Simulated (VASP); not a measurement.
# CdS (Greenockite) (P6_3mc) in VASP: electric field gradients with PBEsol

Aim: the electric field gradients of CdS (Greenockite) with PBEsol.

Everything below comes from runs of VASP 6.6.1. Logs are shortened: lines on timing, memory, paths and dates and some standing lists are left out, and cuts for length are marked.

## (1) The cell of the first run

Symmetry: P6_3mc, No. 186, hexagonal system. Conventional cell: a = 4.150 Å, b = 4.150 Å, c = 6.737 Å, α = 90.00°, β = 90.00°, γ = 120.00°. Cd (site symmetry 3m) has 4 S at 2.54 Å within 3.3 Å. Within 3.3 Å of S (site symmetry 3m) lie 4 Cd at 2.54 Å.

## (2) Electric field gradients, PBEsol

Input file INCAR:

```
SYSTEM = CdS
ALGO     = Normal         ! electronic algorithm
EDIFF    = 1E-8           ! SCF threshold, eV
ENCUT    = 520            ! plane-wave cutoff, eV
GGA      = PS             ! functional
ISIF     = 2              ! what is computed and relaxed
ISMEAR   = -1             ! smearing method
LASPH    = .True.         ! aspherical terms in the spheres
LCHARG   = .False.        ! write CHGCAR
LEFG     = .True.       
LREAL    = .False.        ! projectors in reciprocal space
LWAVE    = .False.        ! write WAVECAR
NBANDS   = 26             ! bands
NELM     = 100            ! most SCF steps
PREC     = Accurate       ! precision mode
SIGMA    = 0.02           ! smearing width, eV
```

Input file KPOINTS:

```
k-points
0
Gamma
  8 8 4
  0 0 0
```

Input file POSCAR:

```
CdS
1.0
    4.1500000000      0.0000000000      0.0000000000
   -2.0750000000      3.5940054257      0.0000000000
    0.0000000000      0.0000000000      6.7370000000
Cd S
2 2
Direct
    0.3333333333      0.6666666667     -0.0010291479
    0.6666666667      0.3333333333      0.4989708521
    0.3333333333      0.6666666667      0.3760291479
    0.6666666667      0.3333333333      0.8760291479
```

Potentials or basis: VASP PAW PBE potentials, release 64 (Cd, S).

Started as:

```sh
> cat potpaw_PBE.64/Cd/POTCAR potpaw_PBE.64/S/POTCAR > POTCAR
> mpirun -np 1 vasp_std > vasp.out
```

OUTCAR:

```text
SYSTEM = CdS
   EDIFF = 1E-8
   ENCUT = 520
   GGA = PS
   ISIF = 2
   ISMEAR = -1
   LASPH = .True.
   LREAL = .False.
   NELM = 100
   PREC = Accurate

 ion  position               nearest neighbor table
   1  0.333  0.667  0.999-   4 2.54   4 2.54   4 2.54   3 2.54
   2  0.667  0.333  0.499-   3 2.54   3 2.54   3 2.54   4 2.54
   3  0.333  0.667  0.376-   2 2.54   2 2.54   2 2.54   1 2.54
   4  0.667  0.333  0.876-   1 2.54   1 2.54   1 2.54   2 2.54

  LATTYP: Found a hexagonal cell.
 ALAT       =     4.1500000000
 C/A-ratio  =     1.6233734940

  Lattice vectors:

 A1 = (   4.1500000000,   0.0000000000,   0.0000000000)
 A2 = (  -2.0750000000,   3.5940054257,   0.0000000000)
 A3 = (   0.0000000000,   0.0000000000,   6.7370000000)

Analysis of symmetry for initial positions (statically):
=====================================================================
 Subroutine PRICEL returns:
 Original cell was already a primitive cell.

 Routine SETGRP: Setting up the symmetry group for a
 hexagonal supercell.

 Subroutine GETGRP returns: Found 12 space group operations
 (whereof  6 operations were pure point group operations)
 out of a pool of 24 trial point group operations.

The static configuration has the point symmetry C_3v.
 The point group associated with its full space group is C_6v.

Analysis of symmetry for dynamics (positions and initial velocities):
=====================================================================
 Subroutine PRICEL returns:
 Original cell was already a primitive cell.

 Routine SETGRP: Setting up the symmetry group for a
 hexagonal supercell.

 Subroutine GETGRP returns: Found 12 space group operations
 (whereof  6 operations were pure point group operations)
 out of a pool of 24 trial point group operations.

The dynamic configuration has the point symmetry C_3v.
 The point group associated with its full space group is C_6v.

 Subroutine INISYM returns: Found 12 space group operations
 (whereof  6 operations are pure point group operations),
 and found     1 'primitive' translations

----------------------------------------------------------------------------------------

                                     Primitive cell

  volume of cell :     100.4832

  direct lattice vectors                    reciprocal lattice vectors
[... 134 lines left out ...]
  ---------------------------------------------------
  free energy    TOTEN  =       -13.63157819 eV

  energy without entropy =      -13.63157819  energy(sigma->0) =      -13.63157819

 E-fermi :   1.4872     XC(G=0):  -9.3111

 val. band max:        1.1005505057   @ k =   0.0000   0.0000   0.0000
 cond. band min:       2.1644499996   @ k =   0.0000   0.0000   0.0000
 fundamental gap:      1.0638994939
 Fermi energy:         1.4872266997

 k-point     1 :       0.0000    0.0000    0.0000
  band No.  band energies     occupation
      1     -11.2077      2.00000
      2     -10.7728      2.00000
      3      -6.5579      2.00000
      4      -6.5528      2.00000
      5      -6.5528      2.00000
      6      -6.4703      2.00000
[... 685 lines left out ...]
     25       9.2955      0.00000
     26       9.2955      0.00000

 [... further k-points ...]
[... 5 lines left out ...]
  --------------------------------------------------------------------------------------
  -------------------------------------------------------------------------------------
  Total       -0.4032866     -0.4032866     -0.3317179      0.0000000      0.0000000      0.0000000
  in kB       -6.4302967     -6.4302967     -5.2891523      0.0000000      0.0000000      0.0000000
  external PRESSURE =      -6.0499152 kB  Pullay stress =       0.0000000 kB

 VOLUME and BASIS-vectors are now :
 -----------------------------------------------------------------------------
  energy-cutoff  :      520.00
  volume of cell :      100.48
      direct lattice vectors                 reciprocal lattice vectors
     4.150000000  0.000000000  0.000000000     0.240963855  0.139120547  0.000000000
    -2.075000000  3.594005426  0.000000000     0.000000000  0.278241094  0.000000000
     0.000000000  0.000000000  6.737000000     0.000000000  0.000000000  0.148434021

 POSITION                                       TOTAL-FORCE (eV/Angst)
 -----------------------------------------------------------------------------------
     -0.00000      2.39600      6.73007        -0.000000      0.000000     -0.000692
      2.07500      1.19800      3.36157         0.000000     -0.000000     -0.000692
     -0.00000      2.39600      2.53331        -0.000000     -0.000000      0.000692
      2.07500      1.19800      5.90181         0.000000     -0.000000      0.000692
 -----------------------------------------------------------------------------------
    total drift:                               -0.000000     -0.000000     -0.001369

  FREE ENERGIE OF THE ION-ELECTRON SYSTEM (eV)
  ---------------------------------------------------
  free  energy   TOTEN  =       -13.6315781913 eV

  energy  without entropy=      -13.6315781912  energy(sigma->0) =      -13.63157819

 Electric field gradients (V/A^2)
---------------------------------------------------------------------
 ion       V_xx      V_yy      V_zz      V_xy      V_xz      V_yz
---------------------------------------------------------------------
   1      -1.622    -1.621     3.243     0.000     0.000    -0.000
   2      -1.622    -1.621     3.243     0.000    -0.000     0.000
   3       0.354     0.355    -0.709     0.000     0.000    -0.000
   4       0.354     0.355    -0.709     0.000    -0.000     0.000
---------------------------------------------------------------------

 Electric field gradients after diagonalization (V/A^2)
 (convention: |V_zz| > |V_xx| > |V_yy|)
----------------------------------------------------------------------
 ion       V_xx      V_yy      V_zz     asymmetry (V_yy - V_xx)/ V_zz
----------------------------------------------------------------------
   1      -1.622    -1.621     3.243       0.000
   2      -1.622    -1.621     3.243       0.000
   3       0.355     0.354    -0.709       0.001
   4       0.355     0.354    -0.709       0.001
----------------------------------------------------------------------

           NMR quadrupolar parameters

 Cq : quadrupolar parameter    Cq=e*Q*V_zz/h
 eta: asymmetry parameters     (V_yy - V_xx)/ V_zz
 Q  : nuclear electric quadrupole moment in mb (millibarn)
----------------------------------------------------------------------
 ion       Cq(MHz)       eta       Q (mb)
----------------------------------------------------------------------
   1       0.008       0.000       1.000
   2       0.008       0.000       1.000
   3      -0.002       0.001       1.000
   4      -0.002       0.001       1.000
----------------------------------------------------------------------
```

OSZICAR:

```text
N       E                     dE             d eps       ncg     rms          rms(c)
DAV:   1     0.246480563527E+03    0.24648E+03   -0.17678E+04  1560   0.127E+03
DAV:   2    -0.525918468079E+00   -0.24701E+03   -0.23829E+03  1686   0.317E+02
DAV:   3    -0.144735709329E+02   -0.13948E+02   -0.13860E+02  1852   0.752E+01
DAV:   4    -0.146265838636E+02   -0.15301E+00   -0.15286E+00  1738   0.760E+00
DAV:   5    -0.146288629009E+02   -0.22790E-02   -0.22789E-02  1872   0.930E-01    0.107E+01
DAV:   6    -0.136613109722E+02    0.96755E+00   -0.18126E+00  2084   0.149E+01    0.847E+00
DAV:   7    -0.136392800804E+02    0.22031E-01   -0.63318E-01  1632   0.432E+00    0.378E+00
DAV:   8    -0.136330521087E+02    0.62280E-02   -0.84878E-02  1664   0.292E+00    0.486E-01
DAV:   9    -0.136314617904E+02    0.15903E-02   -0.14506E-02  1696   0.151E+00    0.142E-01
DAV:  10    -0.136314787427E+02   -0.16952E-04   -0.10948E-03  1676   0.346E-01    0.920E-02
DAV:  11    -0.136315276299E+02   -0.48887E-04   -0.13865E-04  1788   0.734E-02    0.732E-02
DAV:  12    -0.136315816145E+02   -0.53985E-04   -0.88717E-05  1598   0.480E-02    0.439E-02
DAV:  13    -0.136315774406E+02    0.41739E-05   -0.14767E-05  1892   0.367E-02    0.620E-03
DAV:  14    -0.136315782028E+02   -0.76214E-06   -0.12461E-06  1618   0.116E-02    0.171E-03
DAV:  15    -0.136315782351E+02   -0.32310E-07   -0.32047E-07  1718   0.285E-03    0.224E-03
DAV:  16    -0.136315781869E+02    0.48207E-07   -0.28904E-08  1606   0.152E-03    0.405E-04
DAV:  17    -0.136315781913E+02   -0.43979E-08   -0.13083E-09   850   0.257E-04
   1 F= -.13631578E+02 E0= -.13631578E+02  d E =-.282590E-10
```

It took 60 s on 1 thread of Intel Xeon Platinum 8259CL at 2.50GHz (Skylake/Cascade Lake), shared host; peak memory 0.24 GiB.

Results:

| Property | Result |
| --- | --- |
| Free energy | -13.6316 eV |
| Pressure | -0.6 GPa |
| Band gap on the k mesh | 1.06 eV, direct |

Stress tensor (GPa, compression positive):
```
-0.64  0.00  0.00
 0.00 -0.64  0.00
 0.00  0.00 -0.53
```

Electric field gradients, principal values (V/Å²):
| atom | least | middle | greatest (by size) |
| --- | --- | --- | --- |
| 1 Cd | -1.621 | -1.622 | 3.243 |
| 2 Cd | -1.621 | -1.622 | 3.243 |
| 3 S | 0.354 | 0.355 | -0.709 |
| 4 S | 0.354 | 0.355 | -0.709 |

Caveat: without QUAD_EFG the Cq values of the log hold for a quadrupole moment of 1 mb, not for the nuclei; the PAW data sets were made with another functional, which shifts forces and pressure a little.
